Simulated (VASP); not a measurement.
# Ti (Im-3m) in VASP: a series of runs

Ti is run at these levels: revPBE; tasks: single point.

Program: VASP 6.6.1. These are calculated values, not measurements. Logs are shortened: lines on timing, memory, paths and dates and some standing lists are left out, and cuts for length are marked.

## (1) The cell of the first run

Symmetry: Im-3m, No. 229, cubic system. The conventional cell has a = 3.194 Å, b = 3.194 Å, c = 3.194 Å, α = 90.00°, β = 90.00°, γ = 90.00°. Within 3.6 Å of Ti (site symmetry m-3m) lie 14 Ti at 2.77 to 3.19 Å.

## (2) Single point, revPBE (volume scaled by 0.92)

The input, INCAR:

```
ALGO = Normal
EDIFF = 1E-6
ENCUT = 520
GGA = RE
ISIF = 2
ISMEAR = -1
LASPH = T
LCHARG = F
LREAL = F
LWAVE = F
NBANDS = 12
NELM = 100
PREC = Accurate
SIGMA = 0.1
```

The input, KPOINTS:

```
k-points
0
Gamma
  15 15 15
```

The input, POSCAR:

```
Ti
1.0
   -1.5971930361      1.5971930361      1.5971930361
    1.5971930361     -1.5971930361      1.5971930361
    1.5971930361      1.5971930361     -1.5971930361
Ti
1
Direct
    0.0000000000      0.0000000000      0.0000000000
```

Potentials or basis: VASP PAW PBE potentials, release 64 (Ti_sv).

The run is started by

```
> cat potpaw_PBE.64/Ti_sv/POTCAR > POTCAR
> mpirun -np 1 vasp_std > vasp.out
```

OUTCAR:

```text
EDIFF = 1E-6
   ENCUT = 520
   GGA = RE
   ISIF = 2
   ISMEAR = -1
   LASPH = T
   LREAL = F
   NELM = 100
   PREC = Accurate

 ion  position               nearest neighbor table
   1  0.000  0.000  0.000-

  LATTYP: Found a body centered cubic cell.
 ALAT       =     3.1943860722

  Lattice vectors:

 A1 = (  -1.5971930361,   1.5971930361,   1.5971930361)
 A2 = (   1.5971930361,  -1.5971930361,   1.5971930361)
 A3 = (   1.5971930361,   1.5971930361,  -1.5971930361)

Analysis of symmetry for initial positions (statically):
=====================================================================
 Subroutine PRICEL returns:
 Original cell was already a primitive cell.

 Routine SETGRP: Setting up the symmetry group for a
 body centered cubic supercell.

 Subroutine GETGRP returns: Found 48 space group operations
[... 9 lines left out ...]

 Routine SETGRP: Setting up the symmetry group for a
 body centered cubic supercell.

 Subroutine GETGRP returns: Found 48 space group operations
[... 11 lines left out ...]
                                     Primitive cell

  volume of cell :      16.2979

  direct lattice vectors                    reciprocal lattice vectors
    -1.597193036  1.597193036  1.597193036     0.000000000  0.313049199  0.313049199
     1.597193036 -1.597193036  1.597193036     0.313049199  0.000000000  0.313049199
     1.597193036  1.597193036 -1.597193036     0.313049199  0.313049199  0.000000000

  length of vectors
     2.766419488  2.766419488  2.766419488     0.442718422  0.442718422  0.442718422

  position of ions in fractional coordinates (direct lattice)
     0.000000000  0.000000000  0.000000000

  ion indices of the primitive-cell ions
   primitive index   ion index
                 1           1

----------------------------------------------------------------------------------------

 KPOINTS: k-points

Automatic generation of k-mesh.
 Grid dimensions read from file:
 generate k-points for:   15   15   15

 Generating k-lattice:

  Cartesian coordinates                     Fractional coordinates (reciprocal lattice)
     0.000000000  0.020869947  0.020869947     0.066666667  0.000000000  0.000000000
     0.020869947  0.000000000  0.020869947     0.000000000  0.066666667  0.000000000
     0.020869947  0.020869947  0.000000000     0.000000000  0.000000000  0.066666667

  Length of vectors
     0.029514561  0.029514561  0.029514561

  Shift w.r.t. Gamma in fractional coordinates (k-lattice)
     0.000000000  0.000000000  0.000000000

 Subroutine IBZKPT returns following result:
 ===========================================

 Found    120 irreducible k-points:

 Following reciprocal coordinates:
            Coordinates               Weight
  0.000000  0.000000  0.000000      1.000000
  0.066667  0.000000  0.000000     12.000000
  0.133333  0.000000  0.000000     12.000000
  0.200000  0.000000  0.000000     12.000000
  0.266667  0.000000  0.000000     12.000000
  0.333333  0.000000  0.000000     12.000000
[... 16 lines left out ...]
  0.333333  0.200000  0.000000     48.000000
  0.400000  0.200000  0.000000     24.000000
 [... further k-points ...]
   k-points           NKPTS =    120   k-points in BZ     NKDIM =    120   number of bands    NBANDS=     12
   number of dos      NEDOS =    301   number of ions     NIONS =      1
   total plane-waves  NPLWV =  13824
   dimension x,y,z NGX =    24 NGY =   24 NGZ =   24
   dimension x,y,z NGXF=    48 NGYF=   48 NGZF=   48
   ions per type =               1
   NGX,Y,Z   is equivalent  to a cutoff of  14.42, 14.42, 14.42 a.u.
   NGXF,Y,Z  is equivalent  to a cutoff of  28.85, 28.85, 28.85 a.u.
 SYSTEM =  unknown system
   PREC   = accura    normal or accurate (medium, high low for compatibility)
   ISTART =      0    job   : 0-new  1-cont  2-samecut
   ICHARG =      2    charge: 1-file 2-atom 10-const
   ISPIN  =      1    spin polarized calculation?
   LNONCOLLINEAR =      F non collinear calculations
   LSORBIT =      F    spin-orbit coupling
   LASPH  =      T    aspherical Exc in radial PAW
   ENCUT  =  520.0 eV  38.22 Ry    6.18 a.u.   5.14  5.14  5.14*2*pi/ulx,y,z
   NELM   =    100;   NELMIN=  2; NELMDL= -5     # of ELM steps
   EDIFF  = 0.1E-05   stopping-criterion for ELM
   LREAL  =      F    real-space projection
   EDIFFG = 0.1E-04   stopping-criterion for IOM
   NSW    =      0    number of steps for IOM
   IBRION =     -1    ionic relax: 0-MD 1-quasi-New 2-CG
   NFREE  =      0    steps in history (QN), initial steepest desc. (CG)
   ISIF   =      2    stress and relaxation
   ISYM   =      2    0-nonsym 1-usesym 2-fastsym
   POTIM  = 0.5000    time-step for ionic-motion
   TEBEG  =    0.0;   TEEND  =   0.0 temperature during run
   PSTRESS=    0.0 pullay stress
   NELECT =      12.0000    total number of electrons
   NUPDOWN=      -1.0000    fix difference up-down
   EMIN   =  10.00;   EMAX   =-10.00  energy-range for DOS
   EFERMI =   0.00;   METHOD = LEGACY
   ISMEAR =    -1;   SIGMA  =   0.10  broadening in eV -4-tet -1-fermi 0-gaus
   EFERMI_NEDOS =   21; number of points for ismear=-14 and -15
   IALGO  =     38    algorithm
   IMIX   =      4    mixing-type and parameters
     AMIX     =   0.40;   BMIX     =  1.00
     AMIX_MAG =   1.60;   BMIX_MAG =  1.00
  volume/ion in A,a.u.               =      16.30       109.98
  Fermi-wavevector in a.u.,A,eV,Ry     =   1.478284  2.793551 29.733128  2.185323
  Thomas-Fermi vector in A             =   2.592584
   LORBIT       =      0    0 simple, 1 ext, 2 COOP (PROOUT), +10 PAW based schemes
   GGA     = RE    functional components
   LHFCALC =     F    Hartree Fock is set to
   AEXX    =    0.0000 exact exchange contribution
   IVDW    =     0    specifies the selected vdW correction
   LEPSILON=     F    determine dielectric tensor
   LRPA    =     F    only Hartree local field effects (RPA)
 non-spin polarized calculation
  energy-cutoff  :      520.00
  volume of cell :       16.30
 maximum number of plane-waves:       450
 NGX is ok and might be reduce to    24
   NGX = 11   NGY = 11   NGZ = 11

 number of electron      12.0000003 magnetization

 Free energy of the ion-electron system (eV)
  ---------------------------------------------------
  ext. energy  EPLUGINS =         0.00000000
  ---------------------------------------------------
  free energy    TOTEN  =        -7.40503244 eV

  energy without entropy =       -7.33416877  energy(sigma->0) =       -7.36960060

 E-fermi :   8.8499     XC(G=0): -11.7178

 val. band max:        8.8470424617   @ k =  -0.3333  -0.4667   0.0667
 cond. band min:       8.8550596931   @ k =  -0.3333   0.3333   0.0667
 fundamental gap:      0.0080172314
 Fermi energy:         8.8499139084

 k-point     1 :       0.0000    0.0000    0.0000
  band No.  band energies     occupation
      1     -47.6609      2.00000
      2     -23.3878      2.00000
      3     -23.3878      2.00000
      4     -23.3878      2.00000
      5       2.7450      2.00000
      6       9.9042      0.00005
      7       9.9042      0.00005
      8       9.9042      0.00005
      9      11.7980      0.00000
     10      11.7980      0.00000
     11      26.6898      0.00000
     12      26.6898      0.00000

 k-point     2 :       0.0667    0.0000    0.0000
  band No.  band energies     occupation
      1     -47.6537      2.00000
      2     -23.4250      2.00000
      3     -23.3991      2.00000
      4     -23.3881      2.00000
      5       2.9068      2.00000
      6       9.8278      0.00011
      7       9.8823      0.00007
      8      10.0241      0.00002
      9      11.7079      0.00000
     10      11.8024      0.00000
     11      26.4932      0.00000
     12      26.6850      0.00000

 k-point     3 :       0.1333    0.0000    0.0000
  band No.  band energies     occupation
      1     -47.6334      2.00000
      2     -23.5290      2.00000
      3     -23.4307      2.00000
      4     -23.3889      2.00000
      5       3.3739      2.00000
      6       9.6185      0.00092
      7       9.7777      0.00019
      8      10.3740      0.00000
      9      11.5303      0.00000
     10      11.8202      0.00000
     11      25.8230      0.00000
     12      26.4987      0.00000

 k-point     4 :       0.2000    0.0000    0.0000
  band No.  band energies     occupation
      1     -47.6034      2.00000
      2     -23.6799      2.00000
      3     -23.4769      2.00000
      4     -23.3901      2.00000
      5       4.0877      2.00000
      6       9.3267      0.01686
      7       9.5384      0.00204
      8      10.9229      0.00000
      9      11.4474      0.00000
     10      11.8609      0.00000
     11      24.5830      0.00000
     12      25.8485      0.00000

 k-point     5 :       0.2667    0.0000    0.0000
  band No.  band energies     occupation
      1     -47.5686      2.00000
      2     -23.8500      2.00000
      3     -23.5297      2.00000
      4     -23.3915      2.00000
      5       4.9285      2.00000
      6       9.0126      0.32840
      7       9.2690      0.02983
      8      11.5160      0.00000
      9      11.6146      0.00000
     10      11.9306      0.00000
     11      22.9035      0.00000
     12      24.8642      0.00000

 k-point     6 :       0.3333    0.0000    0.0000
  band No.  band energies     occupation
      1     -47.5352      2.00000
      2     -24.0095      2.00000
      3     -23.5797      2.00000
      4     -23.3929      2.00000
      5       5.6783      2.00000
      6       8.7304      1.53519
      7       9.2308      0.04339
      8      11.6558      0.00000
      9      12.0225      0.00000
     10      12.3579      0.00000
     11      21.0913      0.00000
     12      23.8829      0.00000

 k-point     7 :       0.4000    0.0000    0.0000
  band No.  band energies     occupation
      1     -47.5090      2.00000
      2     -24.1322      2.00000
      3     -23.6184      2.00000
      4     -23.3939      2.00000
      5       6.1000      2.00000
      6       8.5207      1.92832
      7       9.6020      0.00108
      8      11.7708      0.00000
      9      12.1136      0.00000
     10      13.0164      0.00000
     11      19.4834      0.00000
     12      23.1261      0.00000

 k-point     8 :       0.4667    0.0000    0.0000
  band No.  band energies     occupation
      1     -47.4946      2.00000
      2     -24.1986      2.00000
      3     -23.6395      2.00000
      4     -23.3945      2.00000
      5       6.2261      2.00000
      6       8.4095      1.97584
      7      10.0861      0.00001
      8      11.8039      0.00000
      9      12.1717      0.00000
     10      13.4163      0.00000
     11      18.4783      0.00000
     12      22.7173      0.00000
[... 166 lines left out ...]
 k-point    20 :       0.4000    0.1333    0.0000
  band No.  band energies     occupation
      1     -47.4878      2.00000
      2     -24.1538      2.00000
      3     -23.6860      2.00000
      4     -23.4403      2.00000
      5       6.6224      2.00000
      6       8.4282      1.97094
      7       9.4207      0.00662
      8      11.7203      0.00000
      9      12.3682      0.00000
     10      14.1673      0.00000
     11      18.4079      0.00000
     12      22.1208      0.00000

 k-point    21 :       0.2000    0.2000    0.0000
  band No.  band energies     occupation
      1     -47.5272      2.00000
      2     -23.9792      2.00000
      3     -23.6057      2.00000
      4     -23.4517      2.00000
      5       6.0994      2.00000
      6       8.5627      1.89289
      7       8.9177      0.67366
      8      11.3768      0.00000
      9      12.1929      0.00000
     10      12.9067      0.00000
     11      22.1553      0.00000
     12      22.3138      0.00000

 k-point    22 :       0.2667    0.2000   -0.0000
  band No.  band energies     occupation
      1     -47.5025      2.00000
      2     -24.0502      2.00000
      3     -23.6795      2.00000
      4     -23.4626      2.00000
      5       6.7427      2.00000
      6       8.3578      1.98553
      7       8.8615      0.94207
      8      11.5319      0.00000
      9      12.2494      0.00000
     10      13.8144      0.00000
     11      20.4304      0.00000
     12      21.5251      0.00000

 k-point    23 :       0.3333    0.2000    0.0000
  band No.  band energies     occupation
      1     -47.4857      2.00000
      2     -24.0918      2.00000
      3     -23.7378      2.00000
      4     -23.4679      2.00000
      5       7.0223      2.00000
      6       8.3608      1.98509
      7       8.9208      0.65978
      8      11.6894      0.00000
      9      12.3046      0.00000
     10      14.6826      0.00000
     11      18.8767      0.00000
     12      21.0078      0.00000

 k-point    24 :       0.4000    0.2000    0.0000
  band No.  band energies     occupation
      1     -47.4797      2.00000
      2     -24.1051      2.00000
      3     -23.7600      2.00000
      4     -23.4695      2.00000
      5       7.0647      2.00000
      6       8.3869      1.98068
      7       8.9919      0.38925
      8      11.7443      0.00000
      9      12.3489      0.00000
     10      15.1392      0.00000
     11      18.1571      0.00000
     12      20.8118      0.00000

 [... further k-points ...]

------------------------ aborting loop because EDIFF is reached ----------------------------------------

  FORCE on cell =-STRESS in cart. coord.  units (eV):
  Direction    XX          YY          ZZ          XY          YZ          ZX
  --------------------------------------------------------------------------------------
  -------------------------------------------------------------------------------------
  Total        0.9463001      0.9463001      0.9463001      0.0000000      0.0000000     -0.0000000
  in kB       93.0266188     93.0266188     93.0266188      0.0000000      0.0000000     -0.0000000
  external PRESSURE =      93.0266188 kB  Pullay stress =       0.0000000 kB

 VOLUME and BASIS-vectors are now :
 -----------------------------------------------------------------------------
  energy-cutoff  :      520.00
  volume of cell :       16.30
      direct lattice vectors                 reciprocal lattice vectors
    -1.597193036  1.597193036  1.597193036     0.000000000  0.313049199  0.313049199
     1.597193036 -1.597193036  1.597193036     0.313049199  0.000000000  0.313049199
     1.597193036  1.597193036 -1.597193036     0.313049199  0.313049199  0.000000000

 POSITION                                       TOTAL-FORCE (eV/Angst)
 -----------------------------------------------------------------------------------
      0.00000      0.00000      0.00000         0.000000      0.000000      0.000000
 -----------------------------------------------------------------------------------
    total drift:                                0.000000      0.000000      0.000000

  FREE ENERGIE OF THE ION-ELECTRON SYSTEM (eV)
  ---------------------------------------------------
  free  energy   TOTEN  =        -7.4050324420 eV

  energy  without entropy=       -7.3341687657  energy(sigma->0) =       -7.36960060
```

It took 20 s on 1 thread of Intel Xeon 6975P-C, shared host; peak memory 0.15 GiB.

Results:

```yaml
Free_energy: -7.4050 eV
Pressure: 9.3 GPa
Band_gap_on_the_k_mesh: zero (band 6 reaches 9.90 eV, above the bottom of band 7 at 8.14 eV)
```

Caveat: the PAW data sets were made with another functional, which shifts forces and pressure a little.

## (3) Single point, revPBE (volume scaled by 0.96)

The input, INCAR:

```
SYSTEM = Ti
PREC     = Accurate       ! precision mode
ENCUT    = 520            ! plane-wave cutoff, eV
EDIFF    = 1E-7           ! SCF threshold, eV
ISMEAR   = -1             ! smearing method
SIGMA    = 0.1            ! smearing width, eV
LREAL    = .FALSE.        ! projectors in reciprocal space
LASPH    = .TRUE.         ! aspherical terms in the spheres
NELM     = 100            ! most SCF steps
ALGO     = Normal         ! electronic algorithm
ISIF     = 2              ! what is computed and relaxed
LWAVE    = .FALSE.        ! write WAVECAR
LCHARG   = .TRUE.         ! write CHGCAR
GGA      = RE             ! functional
LELF     = .TRUE.         ! ELF
LVHAR    = .TRUE.       
NBANDS   = 12             ! bands
```

The input, KPOINTS:

```
regular mesh
0
G
  15 15 15
  0 0 0
```

The input, POSCAR:

```
Ti
1.0
   -1.6200131626      1.6200131626      1.6200131626
    1.6200131626     -1.6200131626      1.6200131626
    1.6200131626      1.6200131626     -1.6200131626
Ti
1
Direct
    0.0000000000      0.0000000000      0.0000000000
```

Potentials or basis: VASP PAW PBE potentials, release 64 (Ti_sv).

The run is started by

```
> cat potpaw_PBE.64/Ti_sv/POTCAR > POTCAR
> mpirun -np 1 vasp_std > vasp.out
```

OUTCAR:

```text
SYSTEM = Ti
   PREC = Accurate
   ENCUT = 520
   EDIFF = 1E-7
   ISMEAR = -1
   LREAL = .FALSE.
   LASPH = .TRUE.
   NELM = 100
   ISIF = 2
   GGA = RE

 ion  position               nearest neighbor table
   1  0.000  0.000  0.000-

  LATTYP: Found a body centered cubic cell.
 ALAT       =     3.2400263252

  Lattice vectors:

 A1 = (  -1.6200131626,   1.6200131626,   1.6200131626)
 A2 = (   1.6200131626,  -1.6200131626,   1.6200131626)
 A3 = (   1.6200131626,   1.6200131626,  -1.6200131626)

Analysis of symmetry for initial positions (statically):
=====================================================================
 Subroutine PRICEL returns:
 Original cell was already a primitive cell.

 Routine SETGRP: Setting up the symmetry group for a
 body centered cubic supercell.

 Subroutine GETGRP returns: Found 48 space group operations
 (whereof 48 operations were pure point group operations)
 out of a pool of 48 trial point group operations.

The static configuration has the point symmetry O_h .

Analysis of symmetry for dynamics (positions and initial velocities):
[... 165 lines left out ...]
  band No.  band energies     occupation
      1     -48.2005      2.00000
      2     -23.9840      2.00000
      3     -23.9840      2.00000
      4     -23.9840      2.00000
      5       2.3761      2.00000
      6       9.4098      0.00008
      7       9.4098      0.00008
      8       9.4098      0.00008
      9      11.2071      0.00000
     10      11.2071      0.00000
     11      25.9250      0.00000
     12      25.9250      0.00000
[... 331 lines left out ...]
 k-point    24 :       0.4000    0.2000    0.0000
  band No.  band energies     occupation
      1     -48.0479      2.00000
      2     -24.6096      2.00000
      3     -24.3094      2.00000
      4     -24.0550      2.00000
      5       6.6806      2.00000
      6       7.9677      1.97218
      7       8.4840      0.57715
      8      11.1499      0.00000
      9      11.7152      0.00000
     10      14.3645      0.00000
     11      17.2333      0.00000
     12      19.9051      0.00000

 [... further k-points ...]

------------------------ aborting loop because EDIFF is reached ----------------------------------------

  FORCE on cell =-STRESS in cart. coord.  units (eV):
  Direction    XX          YY          ZZ          XY          YZ          ZX
  --------------------------------------------------------------------------------------
  -------------------------------------------------------------------------------------
  Total        0.4341715      0.4341715      0.4341715     -0.0000000     -0.0000000      0.0000000
  in kB       40.9031026     40.9031026     40.9031026     -0.0000000     -0.0000000      0.0000000
  external PRESSURE =      40.9031026 kB  Pullay stress =       0.0000000 kB

 VOLUME and BASIS-vectors are now :
 -----------------------------------------------------------------------------
  energy-cutoff  :      520.00
  volume of cell :       17.01
      direct lattice vectors                 reciprocal lattice vectors
    -1.620013163  1.620013163  1.620013163     0.000000000  0.308639468  0.308639468
     1.620013163 -1.620013163  1.620013163     0.308639468  0.000000000  0.308639468
     1.620013163  1.620013163 -1.620013163     0.308639468  0.308639468  0.000000000

 POSITION                                       TOTAL-FORCE (eV/Angst)
 -----------------------------------------------------------------------------------
      0.00000      0.00000      0.00000        -0.000000      0.000000     -0.000000
 -----------------------------------------------------------------------------------
    total drift:                                0.000000      0.000000     -0.000000

  FREE ENERGIE OF THE ION-ELECTRON SYSTEM (eV)
  ---------------------------------------------------
  free  energy   TOTEN  =        -7.4345341264 eV

  energy  without entropy=       -7.3593491475  energy(sigma->0) =       -7.39694164
```

Run time: 19 s. Hardware: 1 thread of Intel Xeon 6975P-C, shared host; peak memory 0.15 GiB.

Results:

- Free energy: -7.4345 eV
- Pressure: 4.1 GPa
- Band gap on the k mesh: zero (band 6 reaches 9.41 eV, above the bottom of band 7 at 7.72 eV)

Caveat: the PAW data sets were made with another functional, which shifts forces and pressure a little.
